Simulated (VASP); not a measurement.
Here is a VASP 6.6.1 calculation.

Contents of INCAR:

```
SYSTEM = Bi
  PREC = Accurate
  ENCUT = 520
  EDIFF = 1E-7
  ISMEAR = 0
  SIGMA = 0.1
  LREAL = .False.
  LASPH = .True.
  NELM = 100
  ALGO = Fast
  ISIF = 2
  LWAVE = .False.
  LCHARG = .True.
  GGA = PS
  LELF = .True.
  LVHAR = .True.
  NBANDS = 14
```

KPOINTS

```
regular mesh
0
Gamma
  8 8 8
  0 0 0
```

POSCAR

```
Bi
1.0
    0.0000000000      2.0913125089      2.0913125089
    2.0913125089      0.0000000000      2.0913125089
    2.0913125089      2.0913125089      0.0000000000
Bi
1
Direct
    0.0000000000      0.0000000000      0.0000000000
```

Potentials or basis: VASP PAW PBE potentials, release 64 (Bi_d).

Launch:

```sh
$ cat potpaw_PBE.64/Bi_d/POTCAR > POTCAR
$ mpirun -np 1 vasp_std > vasp.out
```

Problem. What does it give for the pressure?

Solution. 96.3 GPa.

Caveat: the PAW data sets were made with another functional, which shifts forces and pressure a little.
